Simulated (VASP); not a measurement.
Wanted: the native input for a VASP 6.6.1 run.

```yaml
Task: single point
Functional: PBEsol
Potentials_or_basis: VASP PAW PBE potentials, release 64 (C)
Cutoff: 600 eV
k_mesh: 9 × 9 × 6
Occupations: gaussian, width 0.02 eV
Spin: no spin polarisation
Dipole_correction: no
Further_INCAR_settings: ALGO = Normal; EDIFF = 1e-06; NBANDS = 16
```

The structure of C lies in POSCAR:

```
C
1.0
    2.5237147988      0.0000000000      0.0000000000
   -1.2618573994      2.1856011277      0.0000000000
    0.0000000000      0.0000000000      4.1356252742
C
4
Direct
    0.3333333333      0.6666666667     -0.0003475691
    0.6666666667      0.3333333333      0.4996524309
    0.3333333333      0.6666666667      0.3743475691
    0.6666666667      0.3333333333      0.8743475691
```

This cell differs from its parent crystal: strained cell.

The input as run:

INCAR

```
PREC = Accurate
ENCUT = 600
EDIFF = 1E-6
ISMEAR = 0
SIGMA = 0.02
LREAL = F
LASPH = T
NELM = 120
ALGO = Normal
ISIF = 2
LWAVE = F
LCHARG = T
GGA = PS
LELF = T
LVHAR = T
NBANDS = 16
GGA_COMPAT = F
```

KPOINTS

```
regular mesh
0
Gamma
  9 9 6
```

Potentials or basis: VASP PAW PBE potentials, release 64 (C).

Command:

```sh
$ cat potpaw_PBE.64/C/POTCAR > POTCAR
$ mpirun -np 1 vasp_std > vasp.out
```

It gave:

```yaml
Pressure: -5.4 GPa
Band_gap_on_the_k_mesh: 3.13 eV (least direct gap 4.71 eV)
```

Caveat: the cell differs from its parent crystal (strained cell); the stress differs along the axes, from -12 to 8 GPa; the PAW data sets were made with another functional, which shifts forces and pressure a little.

Run time: 10 s on 1 thread of Intel Xeon 8259CL, with other jobs on the host, peak memory 0.14 GiB.
